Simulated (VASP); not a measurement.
Here is a VASP 6.6.1 calculation.

The input INCAR:

```
SYSTEM = TiSi16
PREC     = Accurate       ! precision mode
ENCUT    = 520            ! plane-wave cutoff, eV
EDIFF    = 1E-7           ! SCF threshold, eV
ISMEAR   = 0              ! smearing method
SIGMA    = 0.02           ! smearing width, eV
LREAL    = Auto         
LASPH    = .True.         ! aspherical terms in the spheres
NELM     = 80             ! most SCF steps
ALGO     = Normal         ! electronic algorithm
ISIF     = 2              ! what is computed and relaxed
LWAVE    = .False.        ! write WAVECAR
LCHARG   = .False.        ! write CHGCAR
GGA      = PE             ! functional
NBANDS   = 52             ! bands
```

KPOINTS

```
regular mesh
0
Gamma
  2 2 2
  0 0 0
```

The input POSCAR:

```
TiSi16
1.0
    0.0000000000      5.4300000000      5.4300000000
    5.4300000000      0.0000000000      5.4300000000
    5.4300000000      5.4300000000      0.0000000000
Si Ti
16 1
Direct
    0.0032299260     -0.0022814105     -0.0021945980
    0.1250255799      0.1221395122      0.1222058600
    0.0023258241      0.0056080499      0.4949184709
    0.1248608182      0.1244736357      0.6271899106
    0.0024052611      0.4948411095      0.0055985368
    0.1248817293      0.6271097692      0.1245140263
    0.0027073106      0.4979454428      0.4979766362
    0.1352953519      0.6227772035      0.6228332292
    0.4989601036      0.0017415983      0.0016884099
    0.6327276208      0.1215844155      0.1216767824
    0.4986025065      0.0059418929      0.4939816561
    0.6212196198      0.1405749819      0.6173432940
    0.4986104418      0.4938732162      0.0059592769
    0.6212999357      0.6172993693      0.1404449180
    0.4973420769      0.5035756089      0.5033892646
    0.6201712639      0.6228880414      0.6229937777
    0.7486628600      0.7518337233      0.7517834582
```

Potentials or basis: VASP PAW PBE potentials, release 64 (Si, Ti_sv).

Command:

```console
$ cat potpaw_PBE.64/Si/POTCAR potpaw_PBE.64/Ti_sv/POTCAR > POTCAR
$ mpirun -np 1 vasp_std > vasp.out
```

**Question.** Estimate the largest force.

**Answer.** 0.017 eV/Å.

**Question.** Predict the band gap on the k mesh.

**Answer.** Zero (bands 38 and 39 overlap by 0.40 eV).

**Question.** What does it give for the pressure?

**Answer.** 4.0 GPa.

Forces in eV/Å, atoms in the order of the input:
```
Si   0.000 -0.001  0.000
Si  -0.001 -0.002 -0.002
Si   0.001 -0.003  0.001
Si  -0.002 -0.002  0.001
Si   0.000  0.001 -0.003
Si  -0.002  0.001 -0.002
Si   0.000  0.000 -0.001
Si  -0.005  0.002  0.003
Si  -0.003  0.000 -0.001
Si   0.000  0.001  0.001
Si  -0.001 -0.001  0.000
Si   0.001 -0.001  0.003
Si  -0.001  0.000  0.000
Si   0.002  0.002 -0.001
Si   0.001 -0.001 -0.002
Si  -0.005 -0.003 -0.002
Ti   0.015  0.006  0.006
```

Caveat: the k points lie up to 0.50 Å⁻¹ apart.
